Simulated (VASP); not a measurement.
# Sb (P6_3/mmc) in VASP: further runs, part 2 of 2

VASP 6.6.1. The steps go on from the part before.

## 3. Single point, RPBE (28.04 Å³/atom)

This run uses another cell than the first one, of 28.04 Å³/atom.

INCAR reads:

```
PREC = Accurate
ENCUT = 520
EDIFF = 1E-7
ISMEAR = -1
SIGMA = 0.1
LREAL = False
LASPH = True
NELM = 60
ALGO = Normal
ISIF = 2
LWAVE = False
LCHARG = False
GGA = RP
NBANDS = 12
```

KPOINTS reads:

```
regular mesh
0
Gamma
  12 12 7
```

POSCAR reads:

```
Sb
1.0
    3.3923963130      0.0000000000      0.0000000000
   -1.6961981565      2.9379013867      0.0000000000
    0.0000000000      0.0000000000      5.6259761352
Sb
2
Direct
    0.3333333333      0.6666666667      0.2500000000
    0.6666666667      0.3333333333      0.7500000000
```

Potentials or basis: VASP PAW PBE potentials, release 64 (Sb).

Command:

```console
$ cat potpaw_PBE.64/Sb/POTCAR > POTCAR
$ mpirun -np 1 vasp_std > vasp.out
```

OUTCAR:

```text
PREC = Accurate
   ENCUT = 520
   EDIFF = 1E-7
   ISMEAR = -1
   LREAL = False
   LASPH = True
   NELM = 60
   ISIF = 2
   GGA = RP

 ion  position               nearest neighbor table
   1  0.333  0.667  0.250-   2 3.43   2 3.43   2 3.43   2 3.43   2 3.43   2 3.43
   2  0.667  0.333  0.750-   1 3.43   1 3.43   1 3.43   1 3.43   1 3.43   1 3.43

  LATTYP: Found a hexagonal cell.
 ALAT       =     3.3923963130
 C/A-ratio  =     1.6584076906

  Lattice vectors:

 A1 = (   3.3923963130,   0.0000000000,   0.0000000000)
 A2 = (  -1.6961981565,   2.9379013867,   0.0000000000)
 A3 = (   0.0000000000,   0.0000000000,   5.6259761352)

Analysis of symmetry for initial positions (statically):
=====================================================================
 Subroutine PRICEL returns:
 Original cell was already a primitive cell.

 Routine SETGRP: Setting up the symmetry group for a
 hexagonal supercell.

 Subroutine GETGRP returns: Found 24 space group operations
 (whereof 12 operations were pure point group operations)
 out of a pool of 24 trial point group operations.

The static configuration has the point symmetry D_3d.
 The point group associated with its full space group is D_6h.

Analysis of symmetry for dynamics (positions and initial velocities):
=====================================================================
 Subroutine PRICEL returns:
 Original cell was already a primitive cell.

 Routine SETGRP: Setting up the symmetry group for a
 hexagonal supercell.

 Subroutine GETGRP returns: Found 24 space group operations
 (whereof 12 operations were pure point group operations)
 out of a pool of 24 trial point group operations.

The dynamic configuration has the point symmetry D_3d.
 The point group associated with its full space group is D_6h.

 Subroutine INISYM returns: Found 24 space group operations
 (whereof 12 operations are pure point group operations),
 and found     1 'primitive' translations

----------------------------------------------------------------------------------------

                                     Primitive cell

  volume of cell :      56.0714

  direct lattice vectors                    reciprocal lattice vectors
     3.392396313  0.000000000  0.000000000     0.294776880  0.170189511  0.000000000
    -1.696198156  2.937901387  0.000000000     0.000000000  0.340379022  0.000000000
     0.000000000  0.000000000  5.625976135     0.000000000  0.000000000  0.177746932

  length of vectors
     3.392396313  3.392396313  5.625976135     0.340379022  0.340379022  0.177746932

  position of ions in fractional coordinates (direct lattice)
     0.333333333  0.666666667  0.250000000
     0.666666667  0.333333333  0.750000000

  ion indices of the primitive-cell ions
   primitive index   ion index
                 1           1
                 2           2

----------------------------------------------------------------------------------------

 KPOINTS: regular mesh

Automatic generation of k-mesh.
 Grid dimensions read from file:
 generate k-points for:   12   12    7

 Generating k-lattice:

  Cartesian coordinates                     Fractional coordinates (reciprocal lattice)
     0.024564740  0.014182459  0.000000000     0.083333333  0.000000000  0.000000000
     0.000000000  0.028364918  0.000000000     0.000000000  0.083333333  0.000000000
[... 42 lines left out ...]
   total plane-waves  NPLWV =  32928
   dimension x,y,z NGX =    28 NGY =   28 NGZ =   42
   dimension x,y,z NGXF=    56 NGYF=   56 NGZF=   84
   ions per type =               2
   NGX,Y,Z   is equivalent  to a cutoff of  13.72, 13.72, 12.41 a.u.
   NGXF,Y,Z  is equivalent  to a cutoff of  27.44, 27.44, 24.82 a.u.
 SYSTEM =  unknown system
   PREC   = accura    normal or accurate (medium, high low for compatibility)
   ISTART =      0    job   : 0-new  1-cont  2-samecut
   ICHARG =      2    charge: 1-file 2-atom 10-const
   ISPIN  =      1    spin polarized calculation?
   LNONCOLLINEAR =      F non collinear calculations
   LSORBIT =      F    spin-orbit coupling
   LASPH  =      T    aspherical Exc in radial PAW
   ENCUT  =  520.0 eV  38.22 Ry    6.18 a.u.   6.31  6.31 10.46*2*pi/ulx,y,z
   NELM   =     60;   NELMIN=  2; NELMDL= -5     # of ELM steps
   EDIFF  = 0.1E-06   stopping-criterion for ELM
   LREAL  =      F    real-space projection
   EDIFFG = 0.1E-05   stopping-criterion for IOM
   NSW    =      0    number of steps for IOM
   IBRION =     -1    ionic relax: 0-MD 1-quasi-New 2-CG
   NFREE  =      0    steps in history (QN), initial steepest desc. (CG)
   ISIF   =      2    stress and relaxation
   ISYM   =      2    0-nonsym 1-usesym 2-fastsym
   POTIM  = 0.5000    time-step for ionic-motion
   TEBEG  =    0.0;   TEEND  =   0.0 temperature during run
   PSTRESS=    0.0 pullay stress
   NELECT =      10.0000    total number of electrons
   NUPDOWN=      -1.0000    fix difference up-down
   EMIN   =  10.00;   EMAX   =-10.00  energy-range for DOS
   EFERMI =   0.00;   METHOD = LEGACY
   ISMEAR =    -1;   SIGMA  =   0.10  broadening in eV -4-tet -1-fermi 0-gaus
   EFERMI_NEDOS =   21; number of points for ismear=-14 and -15
   IALGO  =     38    algorithm
   IMIX   =      4    mixing-type and parameters
     AMIX     =   0.40;   BMIX     =  1.00
     AMIX_MAG =   1.60;   BMIX_MAG =  1.00
  volume/ion in A,a.u.               =      28.04       189.19
  Fermi-wavevector in a.u.,A,eV,Ry     =   0.921498  1.741378 11.553497  0.849158
  Thomas-Fermi vector in A             =   2.046921
   LORBIT       =      0    0 simple, 1 ext, 2 COOP (PROOUT), +10 PAW based schemes
   GGA     = RP    functional components
   LHFCALC =     F    Hartree Fock is set to
   AEXX    =    0.0000 exact exchange contribution
   IVDW    =     0    specifies the selected vdW correction
   LEPSILON=     F    determine dielectric tensor
   LRPA    =     F    only Hartree local field effects (RPA)
 non-spin polarized calculation
  energy-cutoff  :      520.00
  volume of cell :       56.07
 maximum number of plane-waves:      1535
 NGX is ok and might be reduce to    28
   NGX = 13   NGY = 13   NGZ = 21

 number of electron      10.0000000 magnetization

 Free energy of the ion-electron system (eV)
  ---------------------------------------------------
  ext. energy  EPLUGINS =         0.00000000
  ---------------------------------------------------
  free energy    TOTEN  =        -6.97191583 eV

  energy without entropy =       -6.92405221  energy(sigma->0) =       -6.94798402

 E-fermi :   8.1253     XC(G=0): -10.0133

 val. band max:        8.1142838810   @ k =   0.0000   0.0000   0.4286
 cond. band min:       8.1637123671   @ k =   0.2500   0.2500   0.2857
 fundamental gap:      0.0494284861
 Fermi energy:         8.1252575377

 k-point     1 :       0.0000    0.0000    0.0000
  band No.  band energies     occupation
      1      -4.4955      2.00000
      2      -1.0859      2.00000
      3       2.5185      2.00000
      4      11.6861      0.00000
      5      11.6861      0.00000
      6      13.0190      0.00000
      7      13.1675      0.00000
      8      13.1675      0.00000
      9      15.7809      0.00000
     10      16.9738      0.00000
     11      17.9163      0.00000
     12      17.9163      0.00000
[... 331 lines left out ...]
 k-point    24 :       0.3333   -0.0000    0.1429
  band No.  band energies     occupation
      1      -2.5517      2.00000
      2       0.0389      2.00000
      3       4.2891      2.00000
      4       5.3779      2.00000
      5       7.0060      1.99997
      6       9.1981      0.00004
      7      10.4908      0.00000
      8      11.7667      0.00000
      9      13.2648      0.00000
     10      15.0197      0.00000
     11      16.4337      0.00000
     12      17.9011      0.00000

 [... further k-points ...]

------------------------ aborting loop because EDIFF is reached ----------------------------------------

  FORCE on cell =-STRESS in cart. coord.  units (eV):
  Direction    XX          YY          ZZ          XY          YZ          ZX
  --------------------------------------------------------------------------------------
  -------------------------------------------------------------------------------------
  Total        0.0069621      0.0069621     -0.0230938     -0.0000000     -0.0000000      0.0000000
  in kB        0.1989351      0.1989351     -0.6598781     -0.0000000     -0.0000000      0.0000000
  external PRESSURE =      -0.0873360 kB  Pullay stress =       0.0000000 kB

 VOLUME and BASIS-vectors are now :
 -----------------------------------------------------------------------------
  energy-cutoff  :      520.00
  volume of cell :       56.07
      direct lattice vectors                 reciprocal lattice vectors
     3.392396313  0.000000000  0.000000000     0.294776880  0.170189511  0.000000000
    -1.696198156  2.937901387  0.000000000     0.000000000  0.340379022  0.000000000
     0.000000000  0.000000000  5.625976135     0.000000000  0.000000000  0.177746932

 POSITION                                       TOTAL-FORCE (eV/Angst)
 -----------------------------------------------------------------------------------
     -0.00000      1.95860      1.40649         0.000000      0.000000      0.000000
      1.69620      0.97930      4.21948        -0.000000      0.000000      0.000000
 -----------------------------------------------------------------------------------
    total drift:                               -0.000000      0.000000      0.000000

  FREE ENERGIE OF THE ION-ELECTRON SYSTEM (eV)
  ---------------------------------------------------
  free  energy   TOTEN  =        -6.9719158320 eV

  energy  without entropy=       -6.9240522077  energy(sigma->0) =       -6.94798402
```

OSZICAR:

```text
N       E                     dE             d eps       ncg     rms          rms(c)
DAV:   1     0.346648294975E+02    0.34665E+02   -0.35984E+03  1824   0.659E+02
DAV:   2    -0.512023070100E+01   -0.39785E+02   -0.38445E+02  2376   0.107E+02
DAV:   3    -0.696419650616E+01   -0.18440E+01   -0.18234E+01  2324   0.257E+01
DAV:   4    -0.697960455671E+01   -0.15408E-01   -0.15399E-01  2064   0.278E+00
DAV:   5    -0.697976302677E+01   -0.15847E-03   -0.15847E-03  2232   0.316E-01    0.234E+00
DAV:   6    -0.697439700036E+01    0.53660E-02   -0.46152E-03  2028   0.376E-01    0.132E+00
DAV:   7    -0.697182001996E+01    0.25770E-02   -0.92516E-03  1964   0.534E-01    0.681E-02
DAV:   8    -0.697191555889E+01   -0.95539E-04   -0.22411E-04  2208   0.106E-01    0.140E-02
DAV:   9    -0.697191681877E+01   -0.12599E-05   -0.57460E-06  2084   0.172E-02    0.257E-03
DAV:  10    -0.697191631990E+01    0.49888E-06   -0.30687E-07  2172   0.375E-03    0.231E-03
DAV:  11    -0.697191578320E+01    0.53670E-06   -0.17406E-08  1288   0.101E-03    0.190E-04
DAV:  12    -0.697191583199E+01   -0.48791E-07   -0.15459E-09  1064   0.296E-04
   1 F= -.69719158E+01 E0= -.69479840E+01  d E =-.478636E-01
```

stdout:

```text
POSCAR found type information on POSCAR Sb
 POSCAR found :  1 types and       2 ions
 scaLAPACK will be used
 -----------------------------------------------------------------------------
|                                                                             |
|                                                                             |
|     You enforced a specific xc type in the INCAR file but a different       |
|     I HOPE YOU KNOW WHAT YOU ARE DOING!                                     |
|                                                                             |
 -----------------------------------------------------------------------------

 LDA part: xc-table for (Slater+PW92), standard interpolation
 POSCAR, INCAR and KPOINTS ok, starting setup
 FFT: planning ... GRIDC
 FFT: planning ... GRID_SOFT
 FFT: planning ... GRID
 WAVECAR not read
 entering main loop
```

Run time: 72 s. Hardware: 1 thread of Intel Xeon 8259CL, shared host; peak memory 0.2 GiB.

Results:

```
Free energy            : -6.9719 eV
Pressure               : 0.0 GPa
Band gap on the k mesh : zero (bands 5 and 6 overlap by 6.90 eV)
```

Stress tensor (GPa, compression positive):
```
 0.02  0.00  0.00
 0.00  0.02  0.00
 0.00  0.00 -0.07
```

Levels at points of the mesh, in eV from the Fermi level:
```
           k point  band 2  band 3  band 4  band 5  band 6  band 7  band 8  band 9
(0.00, 0.00, 0.00)   -9.21   -5.61    3.56    3.56    4.89    5.04    5.04    7.66
(0.50, 0.00, 0.00)   -7.96   -4.33   -3.09   -2.15   -0.09    0.48    3.44    4.49
```

Caveat: the PAW data sets were made with another functional, which shifts forces and pressure a little; spin-orbit coupling is left out, which moves the levels of the heavy elements.

## 4. Single point, RPBE (29.16 Å³/atom)

This run uses another cell than the first one, of 29.16 Å³/atom.

INCAR reads:

```
SYSTEM = Sb
  ALGO = Normal
  EDIFF = 1E-6
  ENCUT = 520
  GGA = RP
  ISIF = 2
  ISMEAR = -1
  LASPH = .True.
  LCHARG = .False.
  LREAL = .False.
  LWAVE = .False.
  NBANDS = 12
  NELM = 80
  PREC = Accurate
  SIGMA = 0.1
```

KPOINTS reads:

```
k-points
0
Gamma
  12 12 7
  0 0 0
```

POSCAR reads:

```
Sb
1.0
    3.4370382260      0.0000000000      0.0000000000
   -1.7185191130      2.9765624175      0.0000000000
    0.0000000000      0.0000000000      5.7000106271
Sb
2
Direct
    0.3333333333      0.6666666667      0.2500000000
    0.6666666667      0.3333333333      0.7500000000
```

Command:

```console
$ cat potpaw_PBE.64/Sb/POTCAR > POTCAR
$ mpirun -np 1 vasp_std > vasp.out
```

It took 56 s on 1 thread of Intel Xeon 8259CL, shared host; peak memory 0.19 GiB.

The run converged. Its results:

* Free energy: -6.9575 eV
* Pressure: -2.0 GPa
* Band gap on the k mesh: zero (bands 5 and 6 overlap by 6.54 eV)

Stress tensor (GPa, compression positive):
```
-2.11  0.00  0.00
 0.00 -2.11  0.00
 0.00  0.00 -1.71
```

Levels at points of the mesh, in eV from the Fermi level:
```
           k point  band 3  band 4  band 5  band 6  band 7  band 8
(0.00, 0.00, 0.00)   -5.36    3.38    3.38    4.63    4.78    4.78
(0.50, 0.00, 0.00)   -4.22   -2.99   -2.04   -0.03    0.47    3.26
```

Caveat: the PAW data sets were made with another functional, which shifts forces and pressure a little; spin-orbit coupling is left out, which moves the levels of the heavy elements.

## 5. Single point, RPBE (30.28 Å³/atom)

This run uses another cell than the first one, of 30.28 Å³/atom.

INCAR reads:

```
PREC = Accurate
ENCUT = 520
EDIFF = 1E-6
ISMEAR = -1
SIGMA = 0.1
LREAL = False
LASPH = True
NELM = 80
ALGO = Normal
ISIF = 2
LWAVE = False
LCHARG = False
GGA = RP
NBANDS = 12
```

KPOINTS reads:

```
Automatic mesh
0
Gamma
  12 12 7
```

POSCAR reads:

```
Sb
1.0
    3.4805496581      0.0000000000      0.0000000000
   -1.7402748290      3.0142444230      0.0000000000
    0.0000000000      0.0000000000      5.7721703207
Sb
2
Direct
    0.3333333333      0.6666666667      0.2500000000
    0.6666666667      0.3333333333      0.7500000000
```

Command:

```console
$ cat potpaw_PBE.64/Sb/POTCAR > POTCAR
$ mpirun -np 1 vasp_std > vasp.out
```

It took 60 s on 1 thread of Intel Xeon 8259CL, shared host; peak memory 0.21 GiB.

It converged, with:

| Quantity | Value |
| --- | --- |
| Free energy | -6.9184 eV |
| Pressure | -3.6 GPa |
| Band gap on the k mesh | zero (bands 5 and 6 overlap by 6.21 eV) |

Stress tensor (GPa, compression positive):
```
-3.82  0.00  0.00
 0.00 -3.82  0.00
 0.00  0.00 -3.03
```

Levels at points of the mesh, in eV from the Fermi level:
| k point | band 2 | band 3 | band 4 | band 5 | band 6 | band 7 | band 8 | band 9 |
| --- | --- | --- | --- | --- | --- | --- | --- | --- |
| (0.00, 0.00, 0.00) | -9.05 | -5.13 | 3.21 | 3.21 | 4.38 | 4.54 | 4.54 | 7.30 |
| (0.50, 0.00, 0.00) | -7.88 | -4.11 | -2.89 | -1.94 | 0.03 | 0.45 | 3.10 | 4.51 |

Caveat: the cell stands under tension; the PAW data sets were made with another functional, which shifts forces and pressure a little; spin-orbit coupling is left out, which moves the levels of the heavy elements.

## 6. Single point, RPBE (31.40 Å³/atom)

This run uses another cell than the first one, of 31.40 Å³/atom.

INCAR reads:

```
SYSTEM = Sb
PREC = Accurate ; ENCUT = 520
EDIFF = 1E-6 ; ISMEAR = -1
SIGMA = 0.1 ; LREAL = .False.
LASPH = .True. ; NELM = 60
ALGO = Normal ; ISIF = 2
LWAVE = .False. ; LCHARG = .False.
GGA = RP ; NBANDS = 12
```

KPOINTS reads:

```
Automatic mesh
0
Gamma
  12 12 7
  0 0 0
```

POSCAR reads:

```
Sb
1.0
    3.5229995692      0.0000000000      0.0000000000
   -1.7614997846      3.0510071245      0.0000000000
    0.0000000000      0.0000000000      5.8425695799
Sb
2
Direct
    0.3333333333      0.6666666667      0.2500000000
    0.6666666667      0.3333333333      0.7500000000
```

Potentials or basis: VASP PAW PBE potentials, release 64 (Sb).

Command:

```console
$ cat potpaw_PBE.64/Sb/POTCAR > POTCAR
$ mpirun -np 1 vasp_std > vasp.out
```

Run time: 57 s. Hardware: 1 thread of Intel Xeon 8259CL, shared host; peak memory 0.21 GiB.

It converged, with:

* Free energy: -6.8595 eV
* Pressure: -4.8 GPa
* Band gap on the k mesh: zero (bands 5 and 6 overlap by 5.91 eV)

Stress tensor (GPa, compression positive):
```
-5.16  0.00  0.00
 0.00 -5.16  0.00
 0.00  0.00 -4.12
```

Levels at points of the mesh, in eV from the Fermi level:
```tsv
k point	band 1	band 2	band 3	band 4	band 5	band 6	band 7	band 8	band 9	band 10
(0.00, 0.00, 0.00)	-11.82	-8.98	-4.92	3.05	3.05	4.15	4.31	4.31	7.14	8.66
(0.50, 0.00, 0.00)	-8.93	-7.86	-3.99	-2.79	-1.85	0.07	0.44	2.94	4.52	6.93
```

Caveat: the cell stands under tension; the PAW data sets were made with another functional, which shifts forces and pressure a little; spin-orbit coupling is left out, which moves the levels of the heavy elements.

## 7. Summary

```tsv
cell	gap on the mesh (eV)	pressure (GPa)
a = 3.347, b = 3.347, c = 5.550 Å, angles 90.0, 90.0, 120.0°, 2 atoms	none	2.4
a = 3.392, b = 3.392, c = 5.626 Å, angles 90.0, 90.0, 120.0°, 2 atoms	none	0.0
a = 3.437, b = 3.437, c = 5.700 Å, angles 90.0, 90.0, 120.0°, 2 atoms	none	-2.0
a = 3.481, b = 3.481, c = 5.772 Å, angles 90.0, 90.0, 120.0°, 2 atoms	none	-3.6
a = 3.523, b = 3.523, c = 5.843 Å, angles 90.0, 90.0, 120.0°, 2 atoms	none	-4.8
```

Alike in all rows: task single point; level RPBE; potentials or basis VASP PAW PBE potentials, release 64 (Sb); no spin polarisation; k mesh 12 × 12 × 7; cutoff (eV) 520; smearing fermi-dirac 0.1 eV.

Caveats: the PAW data sets were made with another functional, which shifts forces and pressure a little; spin-orbit coupling is left out, which moves the levels of the heavy elements; the cell stands under tension (at least some runs).

Absolute energies hang on the potentials; compare differences alone.
